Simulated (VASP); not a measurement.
# Se (P6_3/mmc) in VASP: notebook

Runs on Se. Level: PBEsol. Tasks: single point.

Everything below comes from runs of VASP 6.6.1. Logs are shortened: lines on timing, memory, paths and dates and some standing lists are left out, and cuts for length are marked.

**1. The cell of the first run**

It takes space group P6_3/mmc (No. 194, hexagonal). The conventional cell has a = 3.107 Å, b = 3.107 Å, c = 3.815 Å, α = 90.00°, β = 90.00°, γ = 120.00°. Within 3.5 Å of Se (site symmetry -6m2) lie 12 Se at 2.62 to 3.11 Å.

This isn't the form of Se at room conditions, which is trigonal, of chains.

**2. Single point, PBEsol (15.95 Å³/atom)**

INCAR reads:

```
SYSTEM = Se
PREC = Accurate
ENCUT = 520
EDIFF = 1E-6
ISMEAR = -1
SIGMA = 0.1
LREAL = .FALSE.
LASPH = .TRUE.
NELM = 60
ALGO = Normal
ISIF = 2
LWAVE = .FALSE.
LCHARG = .FALSE.
GGA = PS
NBANDS = 13
```

KPOINTS reads:

```
Automatic mesh
0
G
  14 14 8
  0 0 0
```

POSCAR reads:

```
Se
1.0
    3.1072976964      0.0000000000      0.0000000000
   -1.5536488482      2.6909987422      0.0000000000
    0.0000000000      0.0000000000      3.8147361290
Se
2
Direct
    0.3333333333      0.6666666667      0.2500000000
    0.6666666667      0.3333333333      0.7500000000
```

Potentials or basis: VASP PAW PBE potentials, release 64 (Se).

Command:

```bash
cat potpaw_PBE.64/Se/POTCAR > POTCAR
mpirun -np 1 vasp_std > vasp.out
```

OUTCAR:

```text
SYSTEM = Se
   PREC = Accurate
   ENCUT = 520
   EDIFF = 1E-6
   ISMEAR = -1
   LREAL = .FALSE.
   LASPH = .TRUE.
   NELM = 60
   ISIF = 2
   GGA = PS

 ion  position               nearest neighbor table
   1  0.333  0.667  0.250-   2 2.62   2 2.62   2 2.62   2 2.62   2 2.62   2 2.62
   2  0.667  0.333  0.750-   1 2.62   1 2.62   1 2.62   1 2.62   1 2.62   1 2.62

  LATTYP: Found a hexagonal cell.
 ALAT       =     3.1072976964
 C/A-ratio  =     1.2276699891

  Lattice vectors:

 A1 = (   3.1072976964,   0.0000000000,   0.0000000000)
 A2 = (  -1.5536488482,   2.6909987422,   0.0000000000)
 A3 = (   0.0000000000,   0.0000000000,   3.8147361290)

Analysis of symmetry for initial positions (statically):
=====================================================================
 Subroutine PRICEL returns:
 Original cell was already a primitive cell.

 Routine SETGRP: Setting up the symmetry group for a
 hexagonal supercell.

 Subroutine GETGRP returns: Found 24 space group operations
 (whereof 12 operations were pure point group operations)
 out of a pool of 24 trial point group operations.

The static configuration has the point symmetry D_3d.
 The point group associated with its full space group is D_6h.

Analysis of symmetry for dynamics (positions and initial velocities):
=====================================================================
 Subroutine PRICEL returns:
 Original cell was already a primitive cell.

 Routine SETGRP: Setting up the symmetry group for a
 hexagonal supercell.

 Subroutine GETGRP returns: Found 24 space group operations
 (whereof 12 operations were pure point group operations)
 out of a pool of 24 trial point group operations.

The dynamic configuration has the point symmetry D_3d.
 The point group associated with its full space group is D_6h.

 Subroutine INISYM returns: Found 24 space group operations
 (whereof 12 operations are pure point group operations),
 and found     1 'primitive' translations

----------------------------------------------------------------------------------------

                                     Primitive cell

  volume of cell :      31.8978

  direct lattice vectors                    reciprocal lattice vectors
     3.107297696  0.000000000  0.000000000     0.321823043  0.185804620  0.000000000
    -1.553648848  2.690998742  0.000000000     0.000000000  0.371609241  0.000000000
     0.000000000  0.000000000  3.814736129     0.000000000  0.000000000  0.262141329

  length of vectors
[... 86 lines left out ...]
   IBRION =     -1    ionic relax: 0-MD 1-quasi-New 2-CG
   NFREE  =      0    steps in history (QN), initial steepest desc. (CG)
   ISIF   =      2    stress and relaxation
   ISYM   =      2    0-nonsym 1-usesym 2-fastsym
   POTIM  = 0.5000    time-step for ionic-motion
   TEBEG  =    0.0;   TEEND  =   0.0 temperature during run
   PSTRESS=    0.0 pullay stress
   NELECT =      12.0000    total number of electrons
   NUPDOWN=      -1.0000    fix difference up-down
   EMIN   =  10.00;   EMAX   =-10.00  energy-range for DOS
   EFERMI =   0.00;   METHOD = LEGACY
   ISMEAR =    -1;   SIGMA  =   0.10  broadening in eV -4-tet -1-fermi 0-gaus
   EFERMI_NEDOS =   21; number of points for ismear=-14 and -15
   IALGO  =     38    algorithm
   IMIX   =      4    mixing-type and parameters
     AMIX     =   0.40;   BMIX     =  1.00
     AMIX_MAG =   1.60;   BMIX_MAG =  1.00
  volume/ion in A,a.u.               =      15.95       107.63
  Fermi-wavevector in a.u.,A,eV,Ry     =   1.181812  2.233300 19.002971  1.396679
  Thomas-Fermi vector in A             =   2.318078
   LORBIT       =      0    0 simple, 1 ext, 2 COOP (PROOUT), +10 PAW based schemes
   GGA     = PS    functional components
   LHFCALC =     F    Hartree Fock is set to
   AEXX    =    0.0000 exact exchange contribution
   IVDW    =     0    specifies the selected vdW correction
   LEPSILON=     F    determine dielectric tensor
   LRPA    =     F    only Hartree local field effects (RPA)
 non-spin polarized calculation
  energy-cutoff  :      520.00
  volume of cell :       31.90
 maximum number of plane-waves:       876
 NGX is ok and might be reduce to    24
   NGX = 11   NGY = 11   NGZ = 15

 number of electron      11.9999999 magnetization

 Free energy of the ion-electron system (eV)
  ---------------------------------------------------
  ext. energy  EPLUGINS =         0.00000000
  ---------------------------------------------------
  free energy    TOTEN  =        -6.38928408 eV

  energy without entropy =       -6.35370696  energy(sigma->0) =       -6.37149552

 E-fermi :   8.8768     XC(G=0): -11.7851

 val. band max:        8.8569441181   @ k =   0.0714   0.0714   0.5000
 cond. band min:       8.8899112023   @ k =   0.2143   0.0000   0.3750
 fundamental gap:      0.0329670842
 Fermi energy:         8.8768078191

 k-point     1 :       0.0000    0.0000    0.0000
  band No.  band energies     occupation
      1     -10.1962      2.00000
      2      -1.7482      2.00000
      3       0.7683      2.00000
      4       7.6058      1.99999
      5       7.6058      1.99999
      6      10.9922      0.00000
      7      10.9922      0.00000
      8      13.2988      0.00000
      9      14.7932      0.00000
     10      17.9376      0.00000
     11      19.7113      0.00000
     12      19.7113      0.00000
     13      21.7453      0.00000
[... 354 lines left out ...]
  band No.  band energies     occupation
      1      -5.6467      2.00000
      2      -4.9269      2.00000
      3       0.7705      2.00000
      4       5.4304      2.00000
      5       5.8870      2.00000
      6       6.2819      2.00000
      7       6.5467      2.00000
      8       8.9392      0.69782
      9      13.7786      0.00000
     10      17.8079      0.00000
     11      20.2181      0.00000
     12      20.5433      0.00000
     13      26.8755      0.00000

 [... further k-points ...]
[... 5 lines left out ...]
  --------------------------------------------------------------------------------------
  -------------------------------------------------------------------------------------
  Total        6.2821445      6.2821445      6.3057873     -0.0000000      0.0000000      0.0000000
  in kB      315.5423419    315.5423419    316.7298833     -0.0000000      0.0000000      0.0000000
  external PRESSURE =     315.9381891 kB  Pullay stress =       0.0000000 kB

 VOLUME and BASIS-vectors are now :
 -----------------------------------------------------------------------------
  energy-cutoff  :      520.00
  volume of cell :       31.90
      direct lattice vectors                 reciprocal lattice vectors
     3.107297696  0.000000000  0.000000000     0.321823043  0.185804620  0.000000000
    -1.553648848  2.690998742  0.000000000     0.000000000  0.371609241  0.000000000
     0.000000000  0.000000000  3.814736129     0.000000000  0.000000000  0.262141329

 POSITION                                       TOTAL-FORCE (eV/Angst)
 -----------------------------------------------------------------------------------
     -0.00000      1.79400      0.95368         0.000000      0.000000      0.000000
      1.55365      0.89700      2.86105        -0.000000     -0.000000      0.000000
 -----------------------------------------------------------------------------------
    total drift:                               -0.000000      0.000000     -0.000000

  FREE ENERGIE OF THE ION-ELECTRON SYSTEM (eV)
  ---------------------------------------------------
  free  energy   TOTEN  =        -6.3892840754 eV

  energy  without entropy=       -6.3537069650  energy(sigma->0) =       -6.37149552
```

Wall time 21 s (1 thread of AMD EPYC 9R45 (Zen 5), shared host); peak memory 0.14 GiB.

What came out:

```
Free energy            : -6.3893 eV
Pressure               : 31.6 GPa
Band gap on the k mesh : zero (bands 6 and 7 overlap by 4.45 eV)
```

Levels at points of the mesh, in eV from the Fermi level:
```csv
k point,band 4,band 5,band 6,band 7,band 8,band 9
"(0.00, 0.00, 0.00)",-1.27,-1.27,2.12,2.12,4.42,5.92
"(0.50, 0.00, 0.00)",-4.65,-4.08,-2.59,-1.73,2.76,3.16
"(0.00, 0.00, 0.50)",0.33,0.52,0.52,0.52,0.52,8.52
"(0.50, 0.00, 0.50)",-8.81,-1.64,-1.64,1.33,1.33,8.51
```

Caveat: the cell stands under pressure; the PAW data sets were made with another functional, which shifts forces and pressure a little.

**3. Single point, PBEsol**

This run uses another cell than the first one, of 17.63 Å³/atom.

INCAR reads:

```
SYSTEM = Se
ALGO = Normal ; EDIFF = 1E-6
ENCUT = 520 ; GGA = PS
ISIF = 2 ; ISMEAR = -1
LASPH = .TRUE. ; LCHARG = .FALSE.
LREAL = .FALSE. ; LWAVE = .FALSE.
NBANDS = 13 ; NELM = 80
PREC = Accurate ; SIGMA = 0.1
```

KPOINTS reads:

```
k-points
0
G
  14 14 8
  0 0 0
```

POSCAR reads:

```
Se
1.0
    3.2709069151      0.0000000000      0.0000000000
   -1.6354534576      2.8326884818      0.0000000000
    0.0000000000      0.0000000000      3.8050428559
Se
2
Direct
    0.3333333333      0.6666666667      0.2500000000
    0.6666666667      0.3333333333      0.7500000000
```

Potentials or basis: VASP PAW PBE potentials, release 64 (Se).

Command:

```bash
cat potpaw_PBE.64/Se/POTCAR > POTCAR
mpirun -np 1 vasp_std > vasp.out
```

OUTCAR:

```text
SYSTEM = Se
   EDIFF = 1E-6
   ENCUT = 520
   GGA = PS
   ISIF = 2
   ISMEAR = -1
   LASPH = .TRUE.
   LREAL = .FALSE.
   NELM = 80
   PREC = Accurate

 ion  position               nearest neighbor table
   1  0.333  0.667  0.250-   2 2.68   2 2.68   2 2.68   2 2.68   2 2.68   2 2.68
   2  0.667  0.333  0.750-   1 2.68   1 2.68   1 2.68   1 2.68   1 2.68   1 2.68

  LATTYP: Found a hexagonal cell.
 ALAT       =     3.2709069151
 C/A-ratio  =     1.1632990344

  Lattice vectors:

 A1 = (   3.2709069151,   0.0000000000,   0.0000000000)
 A2 = (  -1.6354534576,   2.8326884818,   0.0000000000)
 A3 = (   0.0000000000,   0.0000000000,   3.8050428559)

Analysis of symmetry for initial positions (statically):
=====================================================================
 Subroutine PRICEL returns:
 Original cell was already a primitive cell.

 Routine SETGRP: Setting up the symmetry group for a
 hexagonal supercell.

 Subroutine GETGRP returns: Found 24 space group operations
 (whereof 12 operations were pure point group operations)
 out of a pool of 24 trial point group operations.

The static configuration has the point symmetry D_3d.
 The point group associated with its full space group is D_6h.

[... 167 lines left out ...]
 k-point     1 :       0.0000    0.0000    0.0000
  band No.  band energies     occupation
      1     -10.5608      2.00000
      2      -2.7679      2.00000
      3       0.5004      2.00000
      4       5.6883      2.00000
      5       5.6883      2.00000
      6       9.0430      0.00000
      7       9.0430      0.00000
      8      11.4467      0.00000
      9      12.4817      0.00000
     10      15.8110      0.00000
     11      17.9603      0.00000
     12      17.9603      0.00000
     13      19.8500      0.00000
[... 354 lines left out ...]
  band No.  band energies     occupation
      1      -6.7349      2.00000
      2      -6.1037      2.00000
      3       0.0787      2.00000
      4       4.5173      2.00000
      5       4.9372      2.00000
      6       5.2710      2.00000
      7       5.5744      2.00000
      8       8.1165      0.00384
      9      13.0702      0.00000
     10      15.6029      0.00000
     11      17.6997      0.00000
     12      18.0754      0.00000
     13      24.5374      0.00000

 [... further k-points ...]
[... 5 lines left out ...]
  --------------------------------------------------------------------------------------
  -------------------------------------------------------------------------------------
  Total        3.6156454      3.6156454      3.6696366     -0.0000000      0.0000000      0.0000000
  in kB      164.3122178    164.3122178    166.7658369     -0.0000000      0.0000000      0.0000000
  external PRESSURE =     165.1300908 kB  Pullay stress =       0.0000000 kB

 VOLUME and BASIS-vectors are now :
 -----------------------------------------------------------------------------
  energy-cutoff  :      520.00
  volume of cell :       35.26
      direct lattice vectors                 reciprocal lattice vectors
     3.270906915  0.000000000  0.000000000     0.305725606  0.176510761  0.000000000
    -1.635453458  2.832688482  0.000000000     0.000000000  0.353021522  0.000000000
     0.000000000  0.000000000  3.805042856     0.000000000  0.000000000  0.262809129

 POSITION                                       TOTAL-FORCE (eV/Angst)
 -----------------------------------------------------------------------------------
     -0.00000      1.88846      0.95126        -0.000000      0.000000      0.000000
      1.63545      0.94423      2.85378         0.000000     -0.000000      0.000000
 -----------------------------------------------------------------------------------
    total drift:                                0.000000     -0.000000      0.000000

  FREE ENERGIE OF THE ION-ELECTRON SYSTEM (eV)
  ---------------------------------------------------
  free  energy   TOTEN  =        -6.8796368140 eV

  energy  without entropy=       -6.8463558898  energy(sigma->0) =       -6.86299635
```

OSZICAR:

```text
N       E                     dE             d eps       ncg     rms          rms(c)
DAV:   1     0.464350576162E+02    0.46435E+02   -0.54187E+03  3120   0.811E+02
DAV:   2    -0.464934542289E+01   -0.51084E+02   -0.48655E+02  4280   0.139E+02
DAV:   3    -0.687454955679E+01   -0.22252E+01   -0.22025E+01  3970   0.301E+01
DAV:   4    -0.688339550338E+01   -0.88459E-02   -0.88437E-02  3616   0.221E+00
DAV:   5    -0.688341984638E+01   -0.24343E-04   -0.24341E-04  3990   0.114E-01    0.707E+00
DAV:   6    -0.688085319556E+01    0.25667E-02   -0.93061E-04  3606   0.214E-01    0.424E+00
DAV:   7    -0.687963142638E+01    0.12218E-02   -0.20788E-03  3785   0.324E-01    0.445E-02
DAV:   8    -0.687963599168E+01   -0.45653E-05   -0.49768E-05  3863   0.463E-02    0.172E-02
DAV:   9    -0.687963681402E+01   -0.82234E-06   -0.31981E-06  3860   0.113E-02
   1 F= -.68796368E+01 E0= -.68629964E+01  d E =-.332809E-01
```

Wall time 19 s (1 thread of AMD EPYC 9R45 (Zen 5), shared host); peak memory 0.14 GiB.

What came out:

```yaml
Free_energy: -6.8796 eV
Pressure: 16.5 GPa
Band_gap_on_the_k_mesh: zero (bands 6 and 7 overlap by 3.47 eV)
```

Caveat: the cell stands under pressure; the PAW data sets were made with another functional, which shifts forces and pressure a little.

(Continued in part 2 of 2.)
